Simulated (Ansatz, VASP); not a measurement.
Two plane-wave programs on Cd

```
CELL_PARAMETERS angstrom
0.00000 2.25304 2.25304
2.25304 0.00000 2.25304
2.25304 2.25304 0.00000
ATOMIC_POSITIONS crystal
Cd 0.00000 0.00000 0.00000
```

Alike in both runs: task single point; functional PBE; k mesh 16 × 16 × 16; occupations gaussian, width 0.1 eV; no spin polarisation.

```csv
,VASP,Ansatz
version,VASP 6.6.1,Ansatz 0.2.0
potentials or method,"VASP PAW PBE potentials, release 64 (Cd), cutoff 520 eV","scalar-relativistic, plane waves, PAW"
valence electrons in the cell,12,20
```

Ansatz gave:

| Item | Value |
| --- | --- |
| gap on the k mesh at the Fermi level (eV) | none |
| pressure (GPa) | 0.1 |

**Question.** What did VASP give for the same quantities?

**Answer.** gap on the k mesh at the Fermi level (eV): none; pressure (GPa): 0.3.

A gap of «none» marks a metal or a gap that the smearing closes. The functional is the same, so the differences come from potentials, cutoffs and numerics. VASP's potentials hold 12 valence electrons a cell and Ansatz's 20, so a difference there can come from the potentials and not from the codes.
